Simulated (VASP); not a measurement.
# Ge (Fd-3m) in VASP: a series of runs

Runs on Ge. Level: PBE. Tasks: single point.

All numbers are computed with VASP 6.6.1; they aren't measurements. Logs are shortened: lines on timing, memory, paths and dates and some standing lists are left out, and cuts for length are marked.

### Step 1. The cell of the first run

It takes space group Fd-3m (No. 227, cubic). Conventional cell: a = 5.695 Å, b = 5.695 Å, c = 5.695 Å, α = 90.00°, β = 90.00°, γ = 90.00°. Within 3.3 Å of Ge (site symmetry -43m) lie 4 Ge at 2.47 Å.

### Step 2. Single point, PBE (volume scaled by 1.02, then relaxed in part)

INCAR

```
PREC = Accurate ; ENCUT = 520
EDIFF = 1E-6 ; ISMEAR = -1
SIGMA = 0.05 ; LREAL = False
LASPH = True ; NELM = 100
ALGO = Normal ; ISIF = 2
LWAVE = False ; LCHARG = True
GGA = PE ; LELF = True
LVHAR = True ; NBANDS = 21
```

KPOINTS

```
Automatic mesh
0
Gamma
  14 14 14
```

POSCAR

```
Ge
1.0
    0.0000000000      2.8474084930      2.8474084930
    2.8474084930      0.0000000000      2.8474084930
    2.8474084930      2.8474084930      0.0000000000
Ge
2
Direct
    0.0000000000      0.0000000000      0.0000000000
    0.2500000000      0.2500000000      0.2500000000
```

Potentials or basis: VASP PAW PBE potentials, release 64 (Ge_d).

Started as:

```bash
$ cat potpaw_PBE.64/Ge_d/POTCAR > POTCAR
$ mpirun -np 1 vasp_std > vasp.out
```

OUTCAR:

```text
PREC = Accurate
   ENCUT = 520
   EDIFF = 1E-6
   ISMEAR = -1
   LREAL = False
   LASPH = True
   NELM = 100
   ISIF = 2
   GGA = PE

 ion  position               nearest neighbor table
   1  0.000  0.000  0.000-   2 2.47   2 2.47   2 2.47   2 2.47
   2  0.250  0.250  0.250-   1 2.47   1 2.47   1 2.47   1 2.47

  LATTYP: Found a face centered cubic cell.
 ALAT       =     5.6948169860

  Lattice vectors:

 A1 = (   0.0000000000,   2.8474084930,   2.8474084930)
 A2 = (   2.8474084930,   0.0000000000,   2.8474084930)
 A3 = (   2.8474084930,   2.8474084930,   0.0000000000)

Analysis of symmetry for initial positions (statically):
=====================================================================
 Subroutine PRICEL returns:
 Original cell was already a primitive cell.

 Routine SETGRP: Setting up the symmetry group for a
 face centered cubic supercell.

 Subroutine GETGRP returns: Found 48 space group operations
 (whereof 24 operations were pure point group operations)
 out of a pool of 48 trial point group operations.

The static configuration has the point symmetry T_d .
 The point group associated with its full space group is O_h .

Analysis of symmetry for dynamics (positions and initial velocities):
=====================================================================
 Subroutine PRICEL returns:
 Original cell was already a primitive cell.

 Routine SETGRP: Setting up the symmetry group for a
 face centered cubic supercell.

 Subroutine GETGRP returns: Found 48 space group operations
 (whereof 24 operations were pure point group operations)
 out of a pool of 48 trial point group operations.

The dynamic configuration has the point symmetry T_d .
 The point group associated with its full space group is O_h .

 Subroutine INISYM returns: Found 48 space group operations
 (whereof 24 operations are pure point group operations),
 and found     1 'primitive' translations

----------------------------------------------------------------------------------------

                                     Primitive cell

  volume of cell :      46.1721

  direct lattice vectors                    reciprocal lattice vectors
     0.000000000  2.847408493  2.847408493    -0.175598268  0.175598268  0.175598268
[... 73 lines left out ...]
   ions per type =               2
   NGX,Y,Z   is equivalent  to a cutoff of  12.39, 12.39, 12.39 a.u.
   NGXF,Y,Z  is equivalent  to a cutoff of  24.77, 24.77, 24.77 a.u.
 SYSTEM =  unknown system
   PREC   = accura    normal or accurate (medium, high low for compatibility)
   ISTART =      0    job   : 0-new  1-cont  2-samecut
   ICHARG =      2    charge: 1-file 2-atom 10-const
   ISPIN  =      1    spin polarized calculation?
   LNONCOLLINEAR =      F non collinear calculations
   LSORBIT =      F    spin-orbit coupling
   LASPH  =      T    aspherical Exc in radial PAW
   ENCUT  =  520.0 eV  38.22 Ry    6.18 a.u.   7.49  7.49  7.49*2*pi/ulx,y,z
   NELM   =    100;   NELMIN=  2; NELMDL= -5     # of ELM steps
   EDIFF  = 0.1E-05   stopping-criterion for ELM
   LREAL  =      F    real-space projection
[... 7 lines left out ...]
   TEBEG  =    0.0;   TEEND  =   0.0 temperature during run
   PSTRESS=    0.0 pullay stress
   NELECT =      28.0000    total number of electrons
   NUPDOWN=      -1.0000    fix difference up-down
   EMIN   =  10.00;   EMAX   =-10.00  energy-range for DOS
   EFERMI =   0.00;   METHOD = LEGACY
   ISMEAR =    -1;   SIGMA  =   0.05  broadening in eV -4-tet -1-fermi 0-gaus
   EFERMI_NEDOS =   21; number of points for ismear=-14 and -15
   IALGO  =     38    algorithm
   IMIX   =      4    mixing-type and parameters
     AMIX     =   0.40;   BMIX     =  1.00
     AMIX_MAG =   1.60;   BMIX_MAG =  1.00
  volume/ion in A,a.u.               =      23.09       155.79
  Fermi-wavevector in a.u.,A,eV,Ry     =   1.385695  2.618584 26.125245  1.920151
  Thomas-Fermi vector in A             =   2.510081
   LORBIT       =      0    0 simple, 1 ext, 2 COOP (PROOUT), +10 PAW based schemes
   GGA     = PE    functional components
   LHFCALC =     F    Hartree Fock is set to
   AEXX    =    0.0000 exact exchange contribution
   IVDW    =     0    specifies the selected vdW correction
   LEPSILON=     F    determine dielectric tensor
   LRPA    =     F    only Hartree local field effects (RPA)
 non-spin polarized calculation
  energy-cutoff  :      520.00
  volume of cell :       46.17
 maximum number of plane-waves:      1267
 NGX is ok and might be reduce to    30
   NGX = 15   NGY = 15   NGZ = 15

 number of electron      28.0000006 magnetization

 Free energy of the ion-electron system (eV)
  ---------------------------------------------------
  ext. energy  EPLUGINS =         0.00000000
  ---------------------------------------------------
  free energy    TOTEN  =        -9.02604671 eV

  energy without entropy =       -9.02564630  energy(sigma->0) =       -9.02584650

 E-fermi :   4.8399     XC(G=0):  -9.8327

 val. band max:        4.8028251525   @ k =   0.0000   0.0000   0.0000
 cond. band min:       4.9285702895   @ k =   0.5000   0.0000   0.0000
 fundamental gap:      0.1257451370
 Fermi energy:         4.8398832546

 k-point     1 :       0.0000    0.0000    0.0000
  band No.  band energies     occupation
      1     -19.9853      2.00000
      2     -19.9853      2.00000
      3     -19.9853      2.00000
      4     -19.9506      2.00000
      5     -19.9506      2.00000
      6     -19.7504      2.00000
[... 565 lines left out ...]
     20      14.0590      0.00000
     21      14.5473      0.00000

 [... further k-points ...]

------------------------ aborting loop because EDIFF is reached ----------------------------------------

  FORCE on cell =-STRESS in cart. coord.  units (eV):
  Direction    XX          YY          ZZ          XY          YZ          ZX
  --------------------------------------------------------------------------------------
  -------------------------------------------------------------------------------------
  Total        0.6140646      0.6140646      0.6140646      0.0000000      0.0000000      0.0000000
  in kB       21.3081293     21.3081293     21.3081293      0.0000000      0.0000000      0.0000000
  external PRESSURE =      21.3081293 kB  Pullay stress =       0.0000000 kB

 VOLUME and BASIS-vectors are now :
 -----------------------------------------------------------------------------
  energy-cutoff  :      520.00
  volume of cell :       46.17
      direct lattice vectors                 reciprocal lattice vectors
     0.000000000  2.847408493  2.847408493    -0.175598268  0.175598268  0.175598268
     2.847408493  0.000000000  2.847408493     0.175598268 -0.175598268  0.175598268
     2.847408493  2.847408493  0.000000000     0.175598268  0.175598268 -0.175598268

 POSITION                                       TOTAL-FORCE (eV/Angst)
 -----------------------------------------------------------------------------------
      0.00000      0.00000      0.00000         0.000000      0.000000      0.000000
      1.42370      1.42370      1.42370        -0.000000     -0.000000     -0.000000
 -----------------------------------------------------------------------------------
    total drift:                                0.000000     -0.000000      0.000000

  FREE ENERGIE OF THE ION-ELECTRON SYSTEM (eV)
  ---------------------------------------------------
  free  energy   TOTEN  =        -9.0260467073 eV

  energy  without entropy=       -9.0256463003  energy(sigma->0) =       -9.02584650
```

OSZICAR:

```text
N       E                     dE             d eps       ncg     rms          rms(c)
DAV:   1     0.189845783722E+03    0.18985E+03   -0.14498E+04  4830   0.363E+03
DAV:   2     0.185132036427E+02   -0.17133E+03   -0.16599E+03  4398   0.625E+02
DAV:   3    -0.819614424274E+01   -0.26709E+02   -0.26530E+02  5053   0.143E+02
DAV:   4    -0.909202117200E+01   -0.89588E+00   -0.89535E+00  4928   0.307E+01
DAV:   5    -0.910721182824E+01   -0.15191E-01   -0.15190E-01  5013   0.439E+00    0.311E+00
DAV:   6    -0.905288666956E+01    0.54325E-01   -0.20735E-02  5012   0.145E+00    0.185E+00
DAV:   7    -0.902419145745E+01    0.28695E-01   -0.45557E-02  4773   0.195E+00    0.146E-01
DAV:   8    -0.902587265547E+01   -0.16812E-02   -0.59145E-03  4918   0.962E-01    0.419E-02
DAV:   9    -0.902602175580E+01   -0.14910E-03   -0.22330E-04  5022   0.209E-01    0.156E-02
DAV:  10    -0.902604477850E+01   -0.23023E-04   -0.44442E-05  5162   0.720E-02    0.597E-03
DAV:  11    -0.902604671109E+01   -0.19326E-05   -0.66129E-06  5474   0.429E-02    0.167E-03
DAV:  12    -0.902604670730E+01    0.37917E-08   -0.21828E-07  3099   0.902E-03
   1 F= -.90260467E+01 E0= -.90258465E+01  d E =-.400407E-03
```

It took 4 min on 1 thread of AMD EPYC 7R13, shared host; peak memory 0.19 GiB.

What came out:

```
Free energy            : -9.0260 eV
Pressure               : 2.1 GPa
Band gap on the k mesh : zero (filled and empty bands touch)
```

Levels at points of the mesh, in eV from the Fermi level:
| k point | band 11 | band 12 | band 13 | band 14 | band 15 | band 16 | band 17 | band 18 |
| --- | --- | --- | --- | --- | --- | --- | --- | --- |
| (0.00, 0.00, 0.00) | -12.66 | -0.18 | -0.04 | -0.04 | -0.04 | 2.51 | 2.51 | 2.51 |
| (0.50, 0.00, 0.00) | -10.62 | -7.54 | -1.41 | -1.41 | 0.09 | 3.70 | 3.70 | 7.09 |
| (0.50, 0.50, 0.00) | -8.85 | -8.85 | -3.04 | -3.04 | 0.74 | 0.74 | 9.32 | 9.32 |

### Step 3. Single point, PBE (volume scaled by 1.04, then relaxed in part)

INCAR

```
PREC = Accurate
ENCUT = 520
EDIFF = 1E-6
ISMEAR = -1
SIGMA = 0.05
LREAL = F
LASPH = T
NELM = 100
ALGO = Normal
ISIF = 2
LWAVE = F
LCHARG = T
GGA = PE
LELF = T
LVHAR = T
NBANDS = 21
```

KPOINTS

```
regular mesh
0
Gamma
  14 14 14
```

POSCAR

```
Ge
1.0
    0.0000000000      2.8658986766      2.8658986766
    2.8658986766      0.0000000000      2.8658986766
    2.8658986766      2.8658986766      0.0000000000
Ge
2
Direct
    0.0000000000      0.0000000000      0.0000000000
    0.2500000000      0.2500000000      0.2500000000
```

Potentials or basis: VASP PAW PBE potentials, release 64 (Ge_d).

Started as:

```bash
$ cat potpaw_PBE.64/Ge_d/POTCAR > POTCAR
$ mpirun -np 1 vasp_std > vasp.out
```

OUTCAR:

```text
PREC = Accurate
   ENCUT = 520
   EDIFF = 1E-6
   ISMEAR = -1
   LREAL = F
   LASPH = T
   NELM = 100
   ISIF = 2
   GGA = PE

 ion  position               nearest neighbor table
   1  0.000  0.000  0.000-   2 2.48   2 2.48   2 2.48   2 2.48
   2  0.250  0.250  0.250-   1 2.48   1 2.48   1 2.48   1 2.48

  LATTYP: Found a face centered cubic cell.
 ALAT       =     5.7317973532

  Lattice vectors:

[... 760 lines left out ...]
     21      14.3102      0.00000

 [... further k-points ...]

------------------------ aborting loop because EDIFF is reached ----------------------------------------

  FORCE on cell =-STRESS in cart. coord.  units (eV):
  Direction    XX          YY          ZZ          XY          YZ          ZX
  --------------------------------------------------------------------------------------
  -------------------------------------------------------------------------------------
  Total        0.2564777      0.2564777      0.2564777      0.0000000      0.0000000     -0.0000000
  in kB        8.7286632      8.7286632      8.7286632      0.0000000      0.0000000     -0.0000000
  external PRESSURE =       8.7286632 kB  Pullay stress =       0.0000000 kB

 VOLUME and BASIS-vectors are now :
 -----------------------------------------------------------------------------
  energy-cutoff  :      520.00
  volume of cell :       47.08
      direct lattice vectors                 reciprocal lattice vectors
     0.000000000  2.865898677  2.865898677    -0.174465345  0.174465345  0.174465345
     2.865898677  0.000000000  2.865898677     0.174465345 -0.174465345  0.174465345
     2.865898677  2.865898677  0.000000000     0.174465345  0.174465345 -0.174465345

 POSITION                                       TOTAL-FORCE (eV/Angst)
 -----------------------------------------------------------------------------------
      0.00000      0.00000      0.00000        -0.000000     -0.000000     -0.000000
      1.43295      1.43295      1.43295         0.000000      0.000000      0.000000
 -----------------------------------------------------------------------------------
    total drift:                                0.000000      0.000000      0.000000

  FREE ENERGIE OF THE ION-ELECTRON SYSTEM (eV)
  ---------------------------------------------------
  free  energy   TOTEN  =        -9.0349213591 eV

  energy  without entropy=       -9.0343702065  energy(sigma->0) =       -9.03464578
```

stdout:

```text
POSCAR found type information on POSCAR Ge
 POSCAR found :  1 types and       2 ions
 scaLAPACK will be used
 LDA part: xc-table for (Slater+PW92), standard interpolation
 POSCAR, INCAR and KPOINTS ok, starting setup
 FFT: planning ... GRIDC
 FFT: planning ... GRID_SOFT
 FFT: planning ... GRID
 WAVECAR not read
 entering main loop
```

Run time: 3.7 min. Hardware: 1 thread of AMD EPYC 7R13, shared host; peak memory 0.19 GiB.

What came out:

| Quantity | Value |
| --- | --- |
| Free energy | -9.0349 eV |
| Pressure | 0.9 GPa |
| Band gap on the k mesh | zero (filled and empty bands touch) |

Levels at points of the mesh, in eV from the Fermi level:
```tsv
k point	band 10	band 11	band 12	band 13	band 14	band 15	band 16	band 17	band 18	band 19
(0.00, 0.00, 0.00)	-24.55	-12.50	-0.33	-0.02	-0.02	-0.02	2.52	2.52	2.52	6.32
(0.50, 0.00, 0.00)	-24.52	-10.50	-7.44	-1.36	-1.36	0.05	3.71	3.71	7.10	10.31
(0.50, 0.50, 0.00)	-24.51	-8.76	-8.76	-2.95	-2.95	0.79	0.79	9.18	9.18	11.21
```
